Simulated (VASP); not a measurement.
Input of a VASP 6.6.1 run:

INCAR

```
PREC = Accurate
ENCUT = 600
EDIFF = 1E-6
ISMEAR = 0
SIGMA = 0.01
LREAL = False
LASPH = True
NELM = 120
ALGO = Normal
ISIF = 2
LWAVE = False
LCHARG = True
GGA = PE
LELF = True
LVHAR = True
NBANDS = 16
GGA_COMPAT = False
```

File KPOINTS:

```
Automatic mesh
0
Gamma
  4 4 4
```

POSCAR

```
GaN
1.0
    0.0000000000      2.1085152350      2.1085152350
    2.1085152350      0.0000000000      2.1085152350
    2.1085152350      2.1085152350      0.0000000000
Ga N
1 1
Direct
    0.0000000000      0.0000000000      0.0000000000
    0.5000000000      0.5000000000      0.5000000000
```

Potentials or basis: VASP PAW PBE potentials, release 64 (Ga_d, N).

The run is started by

```sh
$ cat potpaw_PBE.64/Ga_d/POTCAR potpaw_PBE.64/N/POTCAR > POTCAR
$ mpirun -np 1 vasp_std > vasp.out
```

(1) Estimate the band gap on the k mesh.

(2) Estimate the pressure.

## Answers

(1) 0.72 eV, indirect (least direct gap 2.80 eV).

(2) 8.2 GPa.

Caveat: the k points lie up to 0.65 Å⁻¹ apart.
